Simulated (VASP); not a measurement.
# BiAu (Fm-3m) in VASP: further runs

Runs on BiAu. Level: PBE. Tasks: single point.

All numbers are computed with VASP 6.6.1; they aren't measurements. Logs are shortened: lines on timing, memory, paths and dates and some standing lists are left out, and cuts for length are marked.

### 1 The cell of the first run

The structure is cubic, space group Fm-3m (No. 225). Conventional cell: a = 5.859 Å, b = 5.859 Å, c = 5.859 Å, α = 90.00°, β = 90.00°, γ = 90.00°. Within 3.9 Å of Au (site symmetry m-3m) lie 6 Bi at 2.93 Å. Within 3.9 Å of Bi (site symmetry m-3m) lie 6 Au at 2.93 Å.

### 2 Single point, PBE (volume scaled by 0.960)

Contents of INCAR:

```
PREC = Accurate ; ENCUT = 520
EDIFF = 1E-7 ; ISMEAR = 0
SIGMA = 0.05 ; LREAL = F
LASPH = T ; NELM = 60
ALGO = Fast ; ISIF = 2
LWAVE = F ; LCHARG = F
GGA = PE ; NBANDS = 20
```

Contents of KPOINTS:

```
Automatic mesh
0
Gamma
  10 10 10
```

Contents of POSCAR:

```
BiAu
1.0
    0.0000000000      2.9296066994      2.9296066994
    2.9296066994      0.0000000000      2.9296066994
    2.9296066994      2.9296066994      0.0000000000
Au Bi
1 1
Direct
    0.5000000000      0.5000000000      0.5000000000
    0.0000000000      0.0000000000      0.0000000000
```

Potentials or basis: VASP PAW PBE potentials, release 64 (Au, Bi_d).

Launch:

```sh
$ cat potpaw_PBE.64/Au/POTCAR potpaw_PBE.64/Bi_d/POTCAR > POTCAR
$ mpirun -np 1 vasp_std > vasp.out
```

OUTCAR:

```text
PREC = Accurate
   ENCUT = 520
   EDIFF = 1E-7
   ISMEAR = 0
   LREAL = F
   LASPH = T
   NELM = 60
   ISIF = 2
   GGA = PE

 ion  position               nearest neighbor table
   1  0.500  0.500  0.500-   2 2.93   2 2.93   2 2.93   2 2.93   2 2.93   2 2.93
   2  0.000  0.000  0.000-   1 2.93   1 2.93   1 2.93   1 2.93   1 2.93   1 2.93

  LATTYP: Found a face centered cubic cell.
 ALAT       =     5.8592133988

  Lattice vectors:

 A1 = (   0.0000000000,   2.9296066994,   2.9296066994)
 A2 = (   2.9296066994,   0.0000000000,   2.9296066994)
 A3 = (   2.9296066994,   2.9296066994,   0.0000000000)

Analysis of symmetry for initial positions (statically):
=====================================================================
 Subroutine PRICEL returns:
 Original cell was already a primitive cell.

 Routine SETGRP: Setting up the symmetry group for a
 face centered cubic supercell.

 Subroutine GETGRP returns: Found 48 space group operations
 (whereof 48 operations were pure point group operations)
 out of a pool of 48 trial point group operations.

The static configuration has the point symmetry O_h .

Analysis of symmetry for dynamics (positions and initial velocities):
=====================================================================
 Subroutine PRICEL returns:
 Original cell was already a primitive cell.

 Routine SETGRP: Setting up the symmetry group for a
 face centered cubic supercell.

 Subroutine GETGRP returns: Found 48 space group operations
 (whereof 48 operations were pure point group operations)
 out of a pool of 48 trial point group operations.

The dynamic configuration has the point symmetry O_h .

 Subroutine INISYM returns: Found 48 space group operations
 (whereof 48 operations are pure point group operations),
 and found     1 'primitive' translations

----------------------------------------------------------------------------------------

                                     Primitive cell

  volume of cell :      50.2873

  direct lattice vectors                    reciprocal lattice vectors
     0.000000000  2.929606699  2.929606699    -0.170671374  0.170671374  0.170671374
     2.929606699  0.000000000  2.929606699     0.170671374 -0.170671374  0.170671374
     2.929606699  2.929606699  0.000000000     0.170671374  0.170671374 -0.170671374

  length of vectors
     4.143089527  4.143089527  4.143089527     0.295611491  0.295611491  0.295611491

  position of ions in fractional coordinates (direct lattice)
     0.500000000  0.500000000  0.500000000
     0.000000000  0.000000000  0.000000000

  ion indices of the primitive-cell ions
   primitive index   ion index
                 1           1
                 2           2

----------------------------------------------------------------------------------------

 KPOINTS: Automatic mesh

Automatic generation of k-mesh.
 Grid dimensions read from file:
 generate k-points for:   10   10   10

 Generating k-lattice:

  Cartesian coordinates                     Fractional coordinates (reciprocal lattice)
    -0.017067137  0.017067137  0.017067137     0.100000000  0.000000000  0.000000000
     0.017067137 -0.017067137  0.017067137     0.000000000  0.100000000  0.000000000
     0.017067137  0.017067137 -0.017067137     0.000000000  0.000000000  0.100000000

  Length of vectors
     0.029561149  0.029561149  0.029561149

  Shift w.r.t. Gamma in fractional coordinates (k-lattice)
     0.000000000  0.000000000  0.000000000

 Subroutine IBZKPT returns following result:
 ===========================================

 Found     47 irreducible k-points:

 Following reciprocal coordinates:
            Coordinates               Weight
  0.000000  0.000000  0.000000      1.000000
  0.100000  0.000000  0.000000      8.000000
  0.200000  0.000000  0.000000      8.000000
  0.300000  0.000000  0.000000      8.000000
  0.400000  0.000000  0.000000      8.000000
  0.500000  0.000000  0.000000      4.000000
[... 16 lines left out ...]
  0.300000  0.300000  0.000000      6.000000
  0.400000  0.300000  0.000000     24.000000
 [... further k-points ...]
   k-points           NKPTS =     47   k-points in BZ     NKDIM =     47   number of bands    NBANDS=     20
   number of dos      NEDOS =    301   number of ions     NIONS =      2
   total plane-waves  NPLWV =  32768
   dimension x,y,z NGX =    32 NGY =   32 NGZ =   32
   dimension x,y,z NGXF=    64 NGYF=   64 NGZF=   64
   ions per type =               1   1
   NGX,Y,Z   is equivalent  to a cutoff of  12.84, 12.84, 12.84 a.u.
   NGXF,Y,Z  is equivalent  to a cutoff of  25.68, 25.68, 25.68 a.u.
 SYSTEM =  unknown system
   PREC   = accura    normal or accurate (medium, high low for compatibility)
   ISTART =      0    job   : 0-new  1-cont  2-samecut
   ICHARG =      2    charge: 1-file 2-atom 10-const
   ISPIN  =      1    spin polarized calculation?
   LNONCOLLINEAR =      F non collinear calculations
   LSORBIT =      F    spin-orbit coupling
   LASPH  =      T    aspherical Exc in radial PAW
   ENCUT  =  520.0 eV  38.22 Ry    6.18 a.u.   7.70  7.70  7.70*2*pi/ulx,y,z
   NELM   =     60;   NELMIN=  2; NELMDL= -5     # of ELM steps
   EDIFF  = 0.1E-06   stopping-criterion for ELM
   LREAL  =      F    real-space projection
   EDIFFG = 0.1E-05   stopping-criterion for IOM
   NSW    =      0    number of steps for IOM
   IBRION =     -1    ionic relax: 0-MD 1-quasi-New 2-CG
   NFREE  =      0    steps in history (QN), initial steepest desc. (CG)
   ISIF   =      2    stress and relaxation
   ISYM   =      2    0-nonsym 1-usesym 2-fastsym
   POTIM  = 0.5000    time-step for ionic-motion
   TEBEG  =    0.0;   TEEND  =   0.0 temperature during run
   PSTRESS=    0.0 pullay stress
   NELECT =      26.0000    total number of electrons
   NUPDOWN=      -1.0000    fix difference up-down
   EMIN   =  10.00;   EMAX   =-10.00  energy-range for DOS
   EFERMI =   0.00;   METHOD = LEGACY
   ISMEAR =     0;   SIGMA  =   0.05  broadening in eV -4-tet -1-fermi 0-gaus
   EFERMI_NEDOS =   21; number of points for ismear=-14 and -15
   IALGO  =     68    algorithm
   IMIX   =      4    mixing-type and parameters
     AMIX     =   0.40;   BMIX     =  1.00
     AMIX_MAG =   1.60;   BMIX_MAG =  1.00
  volume/ion in A,a.u.               =      25.14       169.68
  Fermi-wavevector in a.u.,A,eV,Ry     =   1.313953  2.483012 23.490098  1.726474
  Thomas-Fermi vector in A             =   2.444240
   LORBIT       =      0    0 simple, 1 ext, 2 COOP (PROOUT), +10 PAW based schemes
   GGA     = PE    functional components
   LHFCALC =     F    Hartree Fock is set to
   AEXX    =    0.0000 exact exchange contribution
   IVDW    =     0    specifies the selected vdW correction
   LEPSILON=     F    determine dielectric tensor
   LRPA    =     F    only Hartree local field effects (RPA)
 non-spin polarized calculation
 RMM-DIIS sequential band-by-band and
 Gauss-broadening in eV      SIGMA  =   0.05
  energy-cutoff  :      520.00
  volume of cell :       50.29
 maximum number of plane-waves:      1371
   NGX = 15   NGY = 15   NGZ = 15

 number of electron      25.9999997 magnetization

 Free energy of the ion-electron system (eV)
  ---------------------------------------------------
  ext. energy  EPLUGINS =         0.00000000
  ---------------------------------------------------
  free energy    TOTEN  =        -7.11598848 eV

  energy without entropy =       -7.11484842  energy(sigma->0) =       -7.11541845

 E-fermi :   7.8974     XC(G=0): -10.8427

 val. band max:        7.8594475251   @ k =   0.5000   0.2000   0.0000
 cond. band min:       7.9457486742   @ k =   0.3000   0.2000   0.1000
 fundamental gap:      0.0863011491
 Fermi energy:         7.8973608958

 k-point     1 :       0.0000    0.0000    0.0000
  band No.  band energies     occupation
      1     -15.0840      2.00000
      2     -15.0840      2.00000
      3     -15.0580      2.00000
      4     -15.0580      2.00000
      5     -15.0580      2.00000
      6      -4.7974      2.00000
[... 12 lines left out ...]
     19      16.6559      0.00000
     20      17.4344      0.00000

 k-point     2 :       0.1000    0.0000    0.0000
  band No.  band energies     occupation
      1     -15.0827      2.00000
      2     -15.0827      2.00000
      3     -15.0571      2.00000
      4     -15.0560      2.00000
      5     -15.0560      2.00000
      6      -4.6834      2.00000
[... 12 lines left out ...]
     19      16.1403      0.00000
     20      17.6893      0.00000

 k-point     3 :       0.2000    0.0000    0.0000
  band No.  band energies     occupation
      1     -15.0795      2.00000
      2     -15.0795      2.00000
      3     -15.0551      2.00000
      4     -15.0503      2.00000
      5     -15.0503      2.00000
      6      -4.3543      2.00000
[... 12 lines left out ...]
     19      15.7336      0.00000
     20      18.2068      0.00000

 k-point     4 :       0.3000    0.0000    0.0000
  band No.  band energies     occupation
      1     -15.0765      2.00000
      2     -15.0765      2.00000
      3     -15.0525      2.00000
      4     -15.0423      2.00000
      5     -15.0423      2.00000
      6      -3.8606      2.00000
[... 12 lines left out ...]
     19      16.7220      0.00000
     20      18.9983      0.00000

 k-point     5 :       0.4000    0.0000    0.0000
  band No.  band energies     occupation
      1     -15.0745      2.00000
      2     -15.0745      2.00000
      3     -15.0505      2.00000
      4     -15.0354      2.00000
      5     -15.0354      2.00000
      6      -3.3382      2.00000
[... 12 lines left out ...]
     19      18.5593      0.00000
     20      20.0857      0.00000
[... 353 lines left out ...]
      6      -3.3255      2.00000
[... 12 lines left out ...]
     19      18.3936      0.00000
     20      18.9178      0.00000

 k-point    22 :      -0.2000    0.2000    0.0000
  band No.  band energies     occupation
      1     -15.0800      2.00000
      2     -15.0717      2.00000
      3     -15.0513      2.00000
      4     -15.0444      2.00000
      5     -15.0394      2.00000
      6      -3.7415      2.00000
[... 12 lines left out ...]
     19      17.8880      0.00000
     20      18.5180      0.00000

 k-point    23 :       0.3000    0.3000    0.0000
  band No.  band energies     occupation
      1     -15.0840      2.00000
      2     -15.0736      2.00000
      3     -15.0667      2.00000
      4     -15.0335      2.00000
      5     -15.0335      2.00000
      6      -3.7336      2.00000
[... 12 lines left out ...]
     19      17.7481      0.00000
     20      20.7718      0.00000

 k-point    24 :       0.4000    0.3000    0.0000
  band No.  band energies     occupation
      1     -15.0869      2.00000
      2     -15.0712      2.00000
      3     -15.0662      2.00000
      4     -15.0297      2.00000
      5     -15.0288      2.00000
      6      -3.4625      2.00000
[... 12 lines left out ...]
     19      19.4881      0.00000
     20      20.8221      0.00000

 [... further k-points ...]
[... 5 lines left out ...]
  --------------------------------------------------------------------------------------
  -------------------------------------------------------------------------------------
  Total        1.0206906      1.0206906      1.0206906      0.0000000      0.0000000     -0.0000000
  in kB       32.5197164     32.5197164     32.5197164      0.0000000      0.0000000     -0.0000000
  external PRESSURE =      32.5197164 kB  Pullay stress =       0.0000000 kB

 VOLUME and BASIS-vectors are now :
 -----------------------------------------------------------------------------
  energy-cutoff  :      520.00
  volume of cell :       50.29
      direct lattice vectors                 reciprocal lattice vectors
     0.000000000  2.929606699  2.929606699    -0.170671374  0.170671374  0.170671374
     2.929606699  0.000000000  2.929606699     0.170671374 -0.170671374  0.170671374
     2.929606699  2.929606699  0.000000000     0.170671374  0.170671374 -0.170671374

 POSITION                                       TOTAL-FORCE (eV/Angst)
 -----------------------------------------------------------------------------------
      2.92961      2.92961      2.92961         0.000000      0.000000     -0.000000
      0.00000      0.00000      0.00000        -0.000000     -0.000000      0.000000
 -----------------------------------------------------------------------------------
    total drift:                                0.000000     -0.000000     -0.000000

  FREE ENERGIE OF THE ION-ELECTRON SYSTEM (eV)
  ---------------------------------------------------
  free  energy   TOTEN  =        -7.1159884763 eV

  energy  without entropy=       -7.1148484228  energy(sigma->0) =       -7.11541845
```

It took 32 s on 1 thread of Intel Xeon Platinum 8375C at 2.90GHz (Ice Lake), shared host; peak memory 0.21 GiB.

Results:

```
Free energy            : -7.1160 eV
Pressure               : 3.3 GPa
Band gap on the k mesh : zero (band 13 reaches 10.92 eV, above the bottom of band 14 at 5.72 eV)
```

Caveat: the cell differs from its parent crystal (volume scaled by 0.960); spin-orbit coupling is left out, which moves the levels of the heavy elements.

### 3 Single point, PBE (volume scaled by 0.980)

Contents of INCAR:

```
SYSTEM = BiAu
PREC = Accurate ; ENCUT = 520
EDIFF = 1E-6 ; ISMEAR = 0
SIGMA = 0.05 ; LREAL = .False.
LASPH = .True. ; NELM = 80
ALGO = Normal ; ISIF = 2
LWAVE = .False. ; LCHARG = .True.
GGA = PE ; LELF = .True.
LVHAR = .True. ; NBANDS = 20
```

Contents of KPOINTS:

```
Automatic mesh
0
Gamma
  10 10 10
  0 0 0
```

Contents of POSCAR:

```
BiAu
1.0
    0.0000000000      2.9498115221      2.9498115221
    2.9498115221      0.0000000000      2.9498115221
    2.9498115221      2.9498115221      0.0000000000
Au Bi
1 1
Direct
    0.5000000000      0.5000000000      0.5000000000
    0.0000000000      0.0000000000      0.0000000000
```

Potentials or basis: VASP PAW PBE potentials, release 64 (Au, Bi_d).

Launch:

```sh
$ cat potpaw_PBE.64/Au/POTCAR potpaw_PBE.64/Bi_d/POTCAR > POTCAR
$ mpirun -np 1 vasp_std > vasp.out
```

Run time: 23 s. Hardware: 1 thread of Intel Xeon Platinum 8375C at 2.90GHz (Ice Lake), shared host; peak memory 0.2 GiB.

It converged, with:

```
Free energy            : -7.1320 eV
Pressure               : 1.5 GPa
Band gap on the k mesh : zero (band 13 reaches 10.56 eV, above the bottom of band 14 at 5.50 eV)
```

Levels at points of the mesh, in eV from the Fermi level:
| k point | band 9 | band 10 | band 11 | band 12 | band 13 | band 14 | band 15 | band 16 | band 17 | band 18 |
| --- | --- | --- | --- | --- | --- | --- | --- | --- | --- | --- |
| (0.00, 0.00, 0.00) | -4.37 | -4.34 | -4.34 | 0.88 | 1.01 | 1.01 | 1.01 | 7.44 | 8.70 | 8.70 |
| (0.50, 0.00, 0.00) | -5.20 | -4.06 | -4.06 | -3.63 | 2.94 | 2.94 | 3.25 | 5.07 | 5.07 | 6.13 |
| (0.50, 0.50, 0.00) | -4.13 | -3.89 | -3.89 | -3.22 | -1.39 | -1.39 | -1.31 | 5.99 | 11.30 | 11.30 |

Caveat: the cell differs from its parent crystal (volume scaled by 0.980); spin-orbit coupling is left out, which moves the levels of the heavy elements.

### 4 Single point, PBE

This run uses another cell than the first one, of 26.19 Å³/atom, 1.042 times its volume.

Contents of INCAR:

```
SYSTEM = BiAu
PREC = Accurate
ENCUT = 520
EDIFF = 1E-6
ISMEAR = 0
SIGMA = 0.05
LREAL = .False.
LASPH = .True.
NELM = 80
ALGO = Fast
ISIF = 2
LWAVE = .False.
LCHARG = .False.
GGA = PE
NBANDS = 20
```

Contents of KPOINTS:

```
regular mesh
0
Gamma
  10 10 10
  0 0 0
```

Contents of POSCAR:

```
BiAu
1.0
    0.0000000000      2.9697432856      2.9697432856
    2.9697432856      0.0000000000      2.9697432856
    2.9697432856      2.9697432856      0.0000000000
Au Bi
1 1
Direct
    0.5000000000      0.5000000000      0.5000000000
    0.0000000000      0.0000000000      0.0000000000
```

Launch:

```sh
$ cat potpaw_PBE.64/Au/POTCAR potpaw_PBE.64/Bi_d/POTCAR > POTCAR
$ mpirun -np 1 vasp_std > vasp.out
```

Wall time 28 s (1 thread of Intel Xeon Platinum 8375C at 2.90GHz (Ice Lake), shared host); peak memory 0.21 GiB.

Results (log left out):

```yaml
Free_energy: -7.1373 eV
Pressure: 0.0 GPa
Band_gap_on_the_k_mesh: zero (band 13 reaches 10.21 eV, above the bottom of band 14 at 5.30 eV)
```

Levels at points of the mesh, in eV from the Fermi level:
| k point | band 9 | band 10 | band 11 | band 12 | band 13 | band 14 | band 15 | band 16 | band 17 | band 18 |
| --- | --- | --- | --- | --- | --- | --- | --- | --- | --- | --- |
| (0.00, 0.00, 0.00) | -4.28 | -4.25 | -4.25 | 0.74 | 1.00 | 1.00 | 1.00 | 7.50 | 8.64 | 8.64 |
| (0.50, 0.00, 0.00) | -5.08 | -3.98 | -3.98 | -3.56 | 2.86 | 2.86 | 3.23 | 5.06 | 5.06 | 6.02 |
| (0.50, 0.50, 0.00) | -4.01 | -3.82 | -3.82 | -3.19 | -1.34 | -1.34 | -1.33 | 5.96 | 11.16 | 11.16 |

Caveat: spin-orbit coupling is left out, which moves the levels of the heavy elements.

### 5 Single point, PBE

This run uses another cell than the first one, of 26.19 Å³/atom, 1.042 times its volume.

Contents of INCAR:

```
PREC     = Accurate       # precision mode
ENCUT    = 520            # plane-wave cutoff, eV
EDIFF    = 1E-7           # SCF threshold, eV
ISMEAR   = 0              # smearing method
SIGMA    = 0.05           # smearing width, eV
LREAL    = False          # projectors in reciprocal space
LASPH    = True           # aspherical terms in the spheres
NELM     = 100            # most SCF steps
ALGO     = Fast           # electronic algorithm
ISIF     = 2              # what is computed and relaxed
LWAVE    = False          # write WAVECAR
LCHARG   = True           # write CHGCAR
GGA      = PE             # functional
LELF     = True           # ELF
LVHAR    = True         
NBANDS   = 20             # bands
```

Contents of KPOINTS:

```
regular mesh
0
Gamma
  10 10 10
```

POSCAR is that of step 4.

Launch:

```sh
$ cat potpaw_PBE.64/Au/POTCAR potpaw_PBE.64/Bi_d/POTCAR > POTCAR
$ mpirun -np 1 vasp_std > vasp.out
```

Wall time 32 s (1 thread of Intel Xeon Platinum 8375C at 2.90GHz (Ice Lake), shared host); peak memory 0.21 GiB.

The run converged. Its results:

```
Free energy            : -7.1373 eV
Pressure               : 0.0 GPa
Band gap on the k mesh : zero (band 13 reaches 10.21 eV, above the bottom of band 14 at 5.30 eV)
```

Levels at points of the mesh, in eV from the Fermi level:
| k point | band 9 | band 10 | band 11 | band 12 | band 13 | band 14 | band 15 | band 16 | band 17 | band 18 |
| --- | --- | --- | --- | --- | --- | --- | --- | --- | --- | --- |
| (0.00, 0.00, 0.00) | -4.27 | -4.25 | -4.25 | 0.74 | 1.00 | 1.00 | 1.00 | 7.50 | 8.64 | 8.64 |
| (0.50, 0.00, 0.00) | -5.08 | -3.98 | -3.98 | -3.56 | 2.86 | 2.86 | 3.23 | 5.06 | 5.06 | 6.02 |
| (0.50, 0.50, 0.00) | -4.01 | -3.82 | -3.82 | -3.19 | -1.34 | -1.34 | -1.33 | 5.96 | 11.16 | 11.16 |

Caveat: spin-orbit coupling is left out, which moves the levels of the heavy elements.

### 6 Summary

```tsv
cell	gap on the mesh (eV)	pressure (GPa)
a = 4.143 Å, angles 60.0°, 2 atoms	none	3.3
a = 4.172 Å, angles 60.0°, 2 atoms	none	1.5
a = 4.200 Å, angles 60.0°, 2 atoms	none	0.0
```

Alike in all rows: task single point; level PBE; potentials or basis VASP PAW PBE potentials, release 64 (Au, Bi_d); no spin polarisation; k mesh 10 × 10 × 10; cutoff (eV) 520; smearing gaussian 0.05 eV.

Caveats: spin-orbit coupling is left out, which moves the levels of the heavy elements.

Total energies depend on the potentials used, so only differences within one code and one set of settings carry meaning.
